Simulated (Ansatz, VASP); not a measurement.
**TiN in VASP and in Ansatz**

```
Ti N
1.0
     0.00000    2.08659    2.08659
     2.08659    0.00000    2.08659
     2.08659    2.08659    0.00000
Ti N
1 1
Direct
  0.00000 0.00000 0.00000
  0.50000 0.50000 0.50000
```

Alike in both runs: functional LDA; k mesh 16 × 16 × 16; occupations fermi-dirac, width 0.15 eV; no spin polarisation.

Ansatz relaxed the structure, and its values are those at the end. VASP's run is a single point on that final structure, the one shown.

```csv
,VASP,Ansatz
version,VASP 6.6.1,Ansatz 0.2.0
potentials or method,"VASP PAW LDA potentials, release 64 (Ti_sv, N), cutoff 600 eV","scalar-relativistic, plane waves, PAW"
valence electrons in the cell,17,17
```

|  | VASP | Ansatz | Ansatz less VASP |
| --- | --- | --- | --- |
| gap on the k mesh at the Fermi level (eV) | none | none | - |
| pressure (GPa) | 1.0 | 0.0 | -0.96 |

Ansatz warns that its potentials were made for another functional, while VASP's fit it. LDA's correlation is that of Perdew and Zunger in VASP and of Perdew and Wang (1992) in Ansatz. A gap of «none» marks a metal or a gap that the smearing closes.
